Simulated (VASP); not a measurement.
# GaN (F-43m) in VASP: notebook

The runs below take GaN through single point, with PBE.

Program: VASP 6.6.1. These are calculated values, not measurements. Logs are shortened: lines on timing, memory, paths and dates and some standing lists are left out, and cuts for length are marked.

## (1) The cell of the first run

It takes space group F-43m (No. 216, cubic). The conventional cell has a = 4.593 Å, b = 4.593 Å, c = 4.593 Å, α = 90.00°, β = 90.00°, γ = 90.00°. Within 2.6 Å of Ga (site symmetry -43m) lie 4 N at 1.99 Å. Within 2.6 Å of N (site symmetry -43m) lie 4 Ga at 1.99 Å.

## (2) Single point, PBE (volume changed by +3%)

Input file INCAR:

```
ALGO = Normal ; EDIFF = 1E-6
ENCUT = 520 ; GGA = PE
ISIF = 2 ; ISMEAR = 0
LASPH = True ; LCHARG = False
LREAL = False ; LWAVE = False
NBANDS = 16 ; NELM = 100
PREC = Accurate ; SIGMA = 0.01
```

Input file KPOINTS:

```
k-points
0
Gamma
  8 8 8
```

Input file POSCAR:

```
GaN
1.0
    0.0000000000      2.2967255614      2.2967255614
    2.2967255614      0.0000000000      2.2967255614
    2.2967255614      2.2967255614      0.0000000000
Ga N
1 1
Direct
    0.0000000000      0.0000000000      0.0000000000
    0.7500000000      0.7500000000      0.7500000000
```

Potentials or basis: VASP PAW PBE potentials, release 64 (Ga_d, N).

Started as:

```
$ cat potpaw_PBE.64/Ga_d/POTCAR potpaw_PBE.64/N/POTCAR > POTCAR
$ mpirun -np 1 vasp_std > vasp.out
```

OUTCAR:

```text
EDIFF = 1E-6
   ENCUT = 520
   GGA = PE
   ISIF = 2
   ISMEAR = 0
   LASPH = True
   LREAL = False
   NELM = 100
   PREC = Accurate

 ion  position               nearest neighbor table
   1  0.000  0.000  0.000-   2 1.99   2 1.99   2 1.99   2 1.99
   2  0.750  0.750  0.750-   1 1.99   1 1.99   1 1.99   1 1.99

  LATTYP: Found a face centered cubic cell.
 ALAT       =     4.5934511228

  Lattice vectors:

 A1 = (   0.0000000000,   2.2967255614,   2.2967255614)
 A2 = (   2.2967255614,   0.0000000000,   2.2967255614)
 A3 = (   2.2967255614,   2.2967255614,   0.0000000000)

Analysis of symmetry for initial positions (statically):
=====================================================================
 Subroutine PRICEL returns:
 Original cell was already a primitive cell.

 Routine SETGRP: Setting up the symmetry group for a
 face centered cubic supercell.

 Subroutine GETGRP returns: Found 24 space group operations
 (whereof 24 operations were pure point group operations)
 out of a pool of 48 trial point group operations.

The static configuration has the point symmetry T_d .

Analysis of symmetry for dynamics (positions and initial velocities):
=====================================================================
 Subroutine PRICEL returns:
 Original cell was already a primitive cell.

 Routine SETGRP: Setting up the symmetry group for a
 face centered cubic supercell.

 Subroutine GETGRP returns: Found 24 space group operations
 (whereof 24 operations were pure point group operations)
 out of a pool of 48 trial point group operations.

The dynamic configuration has the point symmetry T_d .

 Subroutine INISYM returns: Found 24 space group operations
 (whereof 24 operations are pure point group operations),
 and found     1 'primitive' translations

----------------------------------------------------------------------------------------

                                     Primitive cell

  volume of cell :      24.2302

  direct lattice vectors                    reciprocal lattice vectors
     0.000000000  2.296725561  2.296725561    -0.217701239  0.217701239  0.217701239
     2.296725561  0.000000000  2.296725561     0.217701239 -0.217701239  0.217701239
     2.296725561  2.296725561  0.000000000     0.217701239  0.217701239 -0.217701239

  length of vectors
     3.248060438  3.248060438  3.248060438     0.377069607  0.377069607  0.377069607

[... 79 lines left out ...]
   NELM   =    100;   NELMIN=  2; NELMDL= -5     # of ELM steps
   EDIFF  = 0.1E-05   stopping-criterion for ELM
   LREAL  =      F    real-space projection
   EDIFFG = 0.1E-04   stopping-criterion for IOM
   NSW    =      0    number of steps for IOM
   IBRION =     -1    ionic relax: 0-MD 1-quasi-New 2-CG
   NFREE  =      0    steps in history (QN), initial steepest desc. (CG)
   ISIF   =      2    stress and relaxation
   ISYM   =      2    0-nonsym 1-usesym 2-fastsym
   POTIM  = 0.5000    time-step for ionic-motion
   TEBEG  =    0.0;   TEEND  =   0.0 temperature during run
   PSTRESS=    0.0 pullay stress
   NELECT =      18.0000    total number of electrons
   NUPDOWN=      -1.0000    fix difference up-down
   EMIN   =  10.00;   EMAX   =-10.00  energy-range for DOS
   EFERMI =   0.00;   METHOD = LEGACY
   ISMEAR =     0;   SIGMA  =   0.01  broadening in eV -4-tet -1-fermi 0-gaus
   EFERMI_NEDOS =   21; number of points for ismear=-14 and -15
   IALGO  =     38    algorithm
   IMIX   =      4    mixing-type and parameters
     AMIX     =   0.40;   BMIX     =  1.00
     AMIX_MAG =   1.60;   BMIX_MAG =  1.00
  volume/ion in A,a.u.               =      12.12        81.76
  Fermi-wavevector in a.u.,A,eV,Ry     =   1.482677  2.801853 29.910112  2.198331
  Thomas-Fermi vector in A             =   2.596433
   LORBIT       =      0    0 simple, 1 ext, 2 COOP (PROOUT), +10 PAW based schemes
   GGA     = PE    functional components
   LHFCALC =     F    Hartree Fock is set to
   AEXX    =    0.0000 exact exchange contribution
   IVDW    =     0    specifies the selected vdW correction
   LEPSILON=     F    determine dielectric tensor
   LRPA    =     F    only Hartree local field effects (RPA)
 non-spin polarized calculation
 Gauss-broadening in eV      SIGMA  =   0.01
  energy-cutoff  :      520.00
  volume of cell :       24.23
 maximum number of plane-waves:       666
   NGX = 13   NGY = 13   NGZ = 13

 number of electron      17.9999985 magnetization

 Free energy of the ion-electron system (eV)
  ---------------------------------------------------
  ext. energy  EPLUGINS =         0.00000000
  ---------------------------------------------------
  free energy    TOTEN  =       -12.14314896 eV

  energy without entropy =      -12.14314896  energy(sigma->0) =      -12.14314896

 E-fermi :   4.8294     XC(G=0): -11.3652

 val. band max:        4.6813174553   @ k =   0.0000   0.0000   0.0000
 cond. band min:       6.0382215001   @ k =   0.0000   0.0000   0.0000
 fundamental gap:      1.3569040447
 Fermi energy:         4.8293740369

 k-point     1 :       0.0000    0.0000    0.0000
  band No.  band energies     occupation
      1     -10.7827      2.00000
      2      -8.7281      2.00000
      3      -8.7281      2.00000
      4      -8.7281      2.00000
      5      -8.4620      2.00000
      6      -8.4620      2.00000
[... 433 lines left out ...]
      3      -8.5876      2.00000
      4      -8.4765      2.00000
      5      -8.4333      2.00000
      6      -6.9123      2.00000
[... 8 lines left out ...]
     15      22.9386      0.00000
     16      25.0497      0.00000

 [... further k-points ...]

------------------------ aborting loop because EDIFF is reached ----------------------------------------

  FORCE on cell =-STRESS in cart. coord.  units (eV):
  Direction    XX          YY          ZZ          XY          YZ          ZX
  --------------------------------------------------------------------------------------
  -------------------------------------------------------------------------------------
  Total       -0.6988563     -0.6988563     -0.6988563      0.0000000      0.0000000      0.0000000
  in kB      -46.2105505    -46.2105505    -46.2105505      0.0000000      0.0000000      0.0000000
  external PRESSURE =     -46.2105505 kB  Pullay stress =       0.0000000 kB

 VOLUME and BASIS-vectors are now :
 -----------------------------------------------------------------------------
  energy-cutoff  :      520.00
  volume of cell :       24.23
      direct lattice vectors                 reciprocal lattice vectors
     0.000000000  2.296725561  2.296725561    -0.217701239  0.217701239  0.217701239
     2.296725561  0.000000000  2.296725561     0.217701239 -0.217701239  0.217701239
     2.296725561  2.296725561  0.000000000     0.217701239  0.217701239 -0.217701239

 POSITION                                       TOTAL-FORCE (eV/Angst)
 -----------------------------------------------------------------------------------
      0.00000      0.00000      0.00000        -0.000000     -0.000000      0.000000
      3.44509      3.44509      3.44509         0.000000      0.000000     -0.000000
 -----------------------------------------------------------------------------------
    total drift:                               -0.000002     -0.000002     -0.000001

  FREE ENERGIE OF THE ION-ELECTRON SYSTEM (eV)
  ---------------------------------------------------
  free  energy   TOTEN  =       -12.1431489555 eV

  energy  without entropy=      -12.1431489555  energy(sigma->0) =      -12.14314896
```

OSZICAR:

```text
N       E                     dE             d eps       ncg     rms          rms(c)
DAV:   1     0.826345666590E+02    0.82635E+02   -0.94278E+03  1000   0.203E+03
DAV:   2    -0.793668839317E+01   -0.90571E+02   -0.85071E+02  1040   0.323E+02
DAV:   3    -0.139841350204E+02   -0.60474E+01   -0.60243E+01  1072   0.711E+01
DAV:   4    -0.140570424941E+02   -0.72907E-01   -0.72898E-01  1184   0.846E+00
DAV:   5    -0.140579744802E+02   -0.93199E-03   -0.93198E-03  1096   0.852E-01    0.753E+00
DAV:   6    -0.121498243497E+02    0.19082E+01   -0.50046E+00  1392   0.380E+01    0.270E+00
DAV:   7    -0.121511765241E+02   -0.13522E-02   -0.29491E-01   984   0.679E+00    0.175E+00
DAV:   8    -0.121477305235E+02    0.34460E-02   -0.70713E-02  1080   0.316E+00    0.891E-01
DAV:   9    -0.121427829251E+02    0.49476E-02   -0.13735E-02  1352   0.244E+00    0.253E-01
DAV:  10    -0.121432319613E+02   -0.44904E-03   -0.13631E-03  1016   0.432E-01    0.139E-01
DAV:  11    -0.121431442782E+02    0.87683E-04   -0.23950E-04  1368   0.261E-01    0.152E-02
DAV:  12    -0.121431489678E+02   -0.46897E-05   -0.27963E-05  1024   0.472E-02    0.232E-03
DAV:  13    -0.121431489555E+02    0.12345E-07   -0.45695E-07   856   0.123E-02
   1 F= -.12143149E+02 E0= -.12143149E+02  d E =-.208131E-99
```

stdout:

```text
POSCAR found type information on POSCAR GaN
 POSCAR found :  2 types and       2 ions
 scaLAPACK will be used
 LDA part: xc-table for (Slater+PW92), standard interpolation
 POSCAR, INCAR and KPOINTS ok, starting setup
 FFT: planning ... GRIDC
 FFT: planning ... GRID_SOFT
 FFT: planning ... GRID
 WAVECAR not read
 entering main loop
```

Run time: 4.2 s. Hardware: 1 thread of Intel Xeon 6975P-C (Granite Rapids), shared host; peak memory 0.13 GiB.

What came out:

```yaml
Free_energy: -12.1431 eV
Pressure: -4.6 GPa
Band_gap_on_the_k_mesh: 1.36 eV, direct
```

## (3) Single point, PBE (volume changed by +6%)

Input file INCAR:

```
SYSTEM = GaN
PREC = Accurate ; ENCUT = 520
EDIFF = 1E-7 ; ISMEAR = 0
SIGMA = 0.01 ; LREAL = .False.
LASPH = .True. ; NELM = 80
ALGO = Normal ; ISIF = 2
LWAVE = .False. ; LCHARG = .False.
GGA = PE ; NBANDS = 16
```

Input file KPOINTS:

```
Automatic mesh
0
Gamma
  8 8 8
  0 0 0
```

Input file POSCAR:

```
GaN
1.0
    0.0000000000      2.3188108159      2.3188108159
    2.3188108159      0.0000000000      2.3188108159
    2.3188108159      2.3188108159      0.0000000000
Ga N
1 1
Direct
    0.0000000000      0.0000000000      0.0000000000
    0.7500000000      0.7500000000      0.7500000000
```

Potentials or basis: VASP PAW PBE potentials, release 64 (Ga_d, N).

Started as:

```
$ cat potpaw_PBE.64/Ga_d/POTCAR potpaw_PBE.64/N/POTCAR > POTCAR
$ mpirun -np 1 vasp_std > vasp.out
```

Wall time 4.2 s (1 thread of Intel Xeon 6975P-C (Granite Rapids), shared host); peak memory 0.14 GiB.

The run converged. Its results:

* Free energy: -12.1140 eV
* Pressure: -8.6 GPa
* Band gap on the k mesh: 1.17 eV, direct

Levels at points of the mesh, in eV from the valence-band top:
```tsv
k point	band 5	band 6	band 7	band 8	band 9	band 10	band 11	band 12	band 13	band 14
(0.00, 0.00, 0.00)	-13.16	-13.16	0.00	0.00	0.00	1.17	9.77	9.77	9.77	16.46
(0.50, 0.00, 0.00)	-13.12	-11.89	-6.51	-0.87	-0.87	4.06	8.29	9.92	9.92	14.94
(0.50, 0.50, 0.00)	-13.10	-11.46	-5.79	-2.42	-2.42	3.32	6.14	11.14	13.07	13.07
```
